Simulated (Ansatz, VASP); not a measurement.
# One calculation of SrLi2SnS4, two programs

```
Li Sr Sn S
1.0
    -3.40774    3.40774    4.09310
     3.40774   -3.40774    4.09310
     3.40774    3.40774   -4.09310
Li Sr Sn S
2 1 1 4
Direct
  0.25000 0.75000 0.50000
  0.75000 0.25000 0.50000
  0.50000 0.50000 0.00000
  0.00000 0.00000 0.00000
  0.03682 0.03682 0.41523
  0.96318 0.37841 0.00000
  0.62159 0.62159 0.58477
  0.37841 0.96318 0.00000
```

Alike in both runs: task single point; functional r2SCAN; k mesh 4 × 4 × 4; no spin polarisation.

|  | VASP | Ansatz |
| --- | --- | --- |
| version | VASP 6.6.1 | Ansatz 0.2.0 |
| potentials or method | VASP PAW PBE potentials, release 64 (Li_sv, Sr_sv, Sn_d, S) | plane waves, PAW |
| plane-wave cutoff (eV) | 520 | 500 |
| occupations | gaussian, width 0.01 eV | fixed |
| valence electrons in the cell | 54 | 54 |

```tsv
	VASP	Ansatz	Ansatz less VASP
gap on the k mesh at the Fermi level (eV)	2.78	2.75	-0.034
rms of the force components (eV/Å)	0.160	0.157	-0.0029
```

VASP's potentials were made for PBE, not for r2SCAN. Atom by atom the forces differ by 0.003 eV/Å (rms over components).

Noted on VASP's run: the cutoff is under 1.25 times that of the potentials, so the pressure is a little rough.
